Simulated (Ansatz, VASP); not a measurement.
Ag: VASP beside Ansatz

```
Ag
1.0
     0.00000    2.31115    2.04310
     2.31115    0.00000    2.04310
     2.31115    2.31115    0.00000
Ag
1
Direct
  0.00000 0.00000 0.00000
```

Change from the starting cell: strain +0.1312 x Voigt [1, 1, 0, 0, 0, 0], atoms carried along.

Alike in both runs: task single point; functional PBEsol; k mesh 20 × 20 × 20; occupations gaussian, width 0.15 eV; no spin polarisation.

|  | VASP | Ansatz |
| --- | --- | --- |
| version | VASP 6.6.1 | Ansatz 0.2.0 |
| potentials or method | VASP PAW PBE potentials, release 64 (Ag), cutoff 520 eV | scalar-relativistic, plane waves, PAW |
| valence electrons in the cell | 11 | 19 |

|  | VASP | Ansatz | Ansatz less VASP |
| --- | --- | --- | --- |
| gap on the k mesh at the Fermi level (eV) | none | none | - |
| pressure (GPa) | -14.5 | -14.5 | -0.02 |
| traceless stress, the component that is largest in VASP (GPa) | 0.56 | 0.57 | +0.006 |

VASP's potentials were made for PBE, not for PBEsol. A gap of «none» marks a metal or a gap that the smearing closes. VASP's potentials hold 11 valence electrons a cell and Ansatz's 19, so a difference there can come from the potentials and not from the codes.
